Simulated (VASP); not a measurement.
Here is a VASP 6.6.1 calculation.

INCAR

```
SYSTEM = Mg
ALGO = Normal
EDIFF = 1E-6
EDIFFG = -0.005
ENCUT = 600
IBRION = 2
ISIF = 3
ISMEAR = -1
LASPH = .TRUE.
LCHARG = .FALSE.
LREAL = .FALSE.
LWAVE = .FALSE.
NELM = 60
NSW = 32
PREC = Accurate
PSTRESS = 120.0
SIGMA = 0.1
```

KPOINTS

```
k-points
0
G
  16 16 16
  0 0 0
```

File POSCAR:

```
Mg
1.0
   -1.6380884727      1.6380884727      1.6380884727
    1.6380884727     -1.6380884727      1.6380884727
    1.6380884727      1.6380884727     -1.6380884727
Mg
1
Direct
    0.0000000000      0.0000000000      0.0000000000
```

Potentials or basis: VASP PAW LDA potentials, release 64 (Mg).

Run with:

```bash
$ cat potpaw_LDA.64/Mg/POTCAR > POTCAR
$ mpirun -np 1 vasp_std > vasp.out
```

(1) What does it give for the relaxed cell?

(2) Predict the relaxed volume.

Answers

(1) a = 2.834 Å, b = 2.834 Å, c = 2.834 Å, α = 109.47°, β = 109.47°, γ = 109.47°.

(2) 17.52 Å³/atom.

Caveat: the cell is relaxed towards a set pressure, so the run minimises the enthalpy, not the energy.
